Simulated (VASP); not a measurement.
Write the native input for VASP 6.6.1 that does the following.

| Property | Result |
| --- | --- |
| Task | relaxation of cell and atoms |
| Functional | PBEsol |
| Potentials or basis | VASP PAW PBE potentials, release 64 (Zn, O) |
| Cutoff | 600 eV |
| k mesh | 12 × 12 × 4 |
| Occupations | fermi-dirac, width 0.02 eV |
| Spin | no spin polarisation |
| Dipole correction | no |
| Further INCAR settings | ALGO = Normal; EDIFF = 1e-07; IBRION = 2; EDIFFG = -0.005; NSW = 80; ISIF = 3 |

The structure of ZnO lies in POSCAR:

```
ZnO
1.0
    3.2795251991      0.0000000000      0.0000000000
   -1.6397625995      2.8401521347      0.0000000000
    0.0000000000      0.0000000000      5.2931629342
Zn O
2 2
Direct
    0.3333333333      0.6666666667      0.4999596417
    0.6666666667      0.3333333333     -0.0000403583
    0.6666666667      0.3333333333      0.3790503583
    0.3333333333      0.6666666667      0.8790503583
```

These files were run (other wordings do the same):

INCAR

```
SYSTEM = ZnO
ALGO     = Normal         ! electronic algorithm
EDIFF    = 1E-7           ! SCF threshold, eV
EDIFFG   = -0.005         ! ionic threshold
ENCUT    = 600            ! plane-wave cutoff, eV
GGA      = PS             ! functional
IBRION   = 2              ! ionic algorithm
ISIF     = 3              ! what is computed and relaxed
ISMEAR   = -1             ! smearing method
LASPH    = .TRUE.         ! aspherical terms in the spheres
LCHARG   = .FALSE.        ! write CHGCAR
LREAL    = .FALSE.        ! projectors in reciprocal space
LWAVE    = .FALSE.        ! write WAVECAR
NELM     = 100            ! most SCF steps
NSW      = 80             ! ionic steps
PREC     = Accurate       ! precision mode
SIGMA    = 0.02           ! smearing width, eV
```

KPOINTS

```
k-points
0
G
  12 12 4
  0 0 0
```

Potentials or basis: VASP PAW PBE potentials, release 64 (Zn, O).

The run is started by

```sh
$ cat potpaw_PBE.64/Zn/POTCAR potpaw_PBE.64/O/POTCAR > POTCAR
$ mpirun -np 1 vasp_std > vasp.out
```

It gave:

```
Relaxed volume                        : 11.84 Å³/atom
Relaxed cell                          : a = 3.236 Å, b = 3.236 Å, c = 5.223 Å, α = 90.00°, β = 90.00°, γ = 120.00°
Space group after relaxing (to 0.1 Å) : P6_3mc (No. 186)
Energy gained by relaxing             : 8.3 meV/atom
Ionic steps                           : 3
Pressure after relaxing               : 0.0 GPa
Largest force after relaxing          : 0.004 eV/Å
Band gap on the k mesh                : 0.68 eV
```

Caveat: the PAW data sets were made with another functional, which shifts forces and pressure a little.

Run time: 74 s on 1 thread of Intel(R) Xeon(R) 6975P-C (Granite Rapids) (shared host), peak memory 0.22 GiB.
